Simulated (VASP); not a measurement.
TaF3, 4 atoms in the cell. The structure is cubic, space group Pm-3m (No. 221). Conventional cell: a = 4.167 Å, b = 4.167 Å, c = 4.167 Å, α = 90.00°, β = 90.00°, γ = 90.00°. Within 2.8 Å of Ta (site symmetry m-3m) lie 6 F at 2.08 Å. F (site symmetry 4/mmm) has 2 Ta at 2.08 Å within 2.8 Å. 

| Item | Value |
| --- | --- |
| Program | VASP 6.6.1 |
| Task | single point |
| Functional | RPBE |
| Potentials or basis | VASP PAW PBE potentials, release 64 (Ta_pv, F) |
| Cutoff | 520 eV |
| k mesh | 6 × 6 × 6 |
| Occupations | fermi-dirac, width 0.1 eV |
| Spin | no spin polarisation |
| Dipole correction | no |
| Further INCAR settings | ALGO = Normal; EDIFF = 1e-07; NBANDS = 24 |

Potentials or basis: VASP PAW PBE potentials, release 64 (Ta_pv, F).

Launch:

```sh
$ cat potpaw_PBE.64/Ta_pv/POTCAR potpaw_PBE.64/F/POTCAR > POTCAR
$ mpirun -np 1 vasp_std > vasp.out
```

Hardware: 1 thread of Intel Xeon 6975P-C (shared host).

Question: How long does it take, and how much memory?

Answer: Run time: 49 s on 1 thread of Intel Xeon 6975P-C, on a shared host, peak memory 0.19 GiB. Counts: scf iterations 15, k points 20.
